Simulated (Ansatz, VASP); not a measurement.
# AlN: VASP beside Ansatz

The input INCAR:

```
PREC = Accurate
ENCUT = 600
EDIFF = 1E-6
ISMEAR = -1
SIGMA = 0.02
LREAL = F
LASPH = T
NELM = 80
ALGO = Normal
ISIF = 3
LWAVE = F
LCHARG = F
GGA = PE
IBRION = 2
NSW = 80
EDIFFG = -0.01
```

KPOINTS

```
Automatic mesh
0
Gamma
  12 12 6
```

The input POSCAR:

```
AlN
1.0
    3.1130000000      0.0000000000      0.0000000000
   -1.5565000000      2.6959370800      0.0000000000
    0.0000000000      0.0000000000      4.9810000000
Al N
2 2
Direct
    0.3333333300      0.6666666700      0.0000000000
    0.6666666700      0.3333333300      0.5000000000
    0.3333333300      0.6666666700      0.3800000000
    0.6666666700      0.3333333300      0.8800000000
```

Input for Ansatz:

```yaml
crystal:
  lattice:
    - [3.113, 0.0, 0.0]
    - [-1.5565, 2.69593708, 0.0]
    - [0.0, 0.0, 4.981]
  atoms:
    - { symbol: Al, position: [0.33333333, 0.66666667, 0.0] }
    - { symbol: Al, position: [0.66666667, 0.33333333, 0.5] }
    - { symbol: "N", position: [0.33333333, 0.66666667, 0.38] }
    - { symbol: "N", position: [0.66666667, 0.33333333, 0.88] }
  symmetry: { tolerance: 0.0003 }
hamiltonian:
  xc: pbe
  pseudopotentials: { kind: paw, azcp: { folder: soft_1 } }
basis:
  ecutwfc: 420
magnetization:
  spin_polarized: false
scf:
  occupations: { method: fermi_dirac, width: 0.02 }
kpoints:
  mp_grid: { grid: [12, 12, 6], shift: [0, 0, 0] }
output:
  forces: true
  stress: true
  eigenvalues: true
relax:
  max_steps: 60
  cell: {}
```

Alike in both runs: task relaxation of cell and atoms; functional PBE; k mesh 12 × 12 × 6; occupations fermi-dirac, width 0.02 eV; no spin polarisation.

|  | VASP | Ansatz |
| --- | --- | --- |
| version | VASP 6.6.1 | Ansatz 0.2.0 |
| potentials or method | VASP PAW PBE potentials, release 64 (Al, N), cutoff 600 eV | PAW plane waves |
| valence electrons in the cell | 16 | 16 |

Ansatz gave:

- gap on the k mesh at the Fermi level, each at its own relaxed structure (eV): 4.04
- relaxed volume (Å³/atom): 10.64
- relaxed length of the cell vector where the two differ most in proportion (Å): 3.130

Q: Estimate VASP's values.

A: gap on the k mesh at the Fermi level, each at its own relaxed structure (eV): 4.07; relaxed volume (Å³/atom): 10.62; relaxed length of the cell vector where the two differ most in proportion (Å): 3.127.
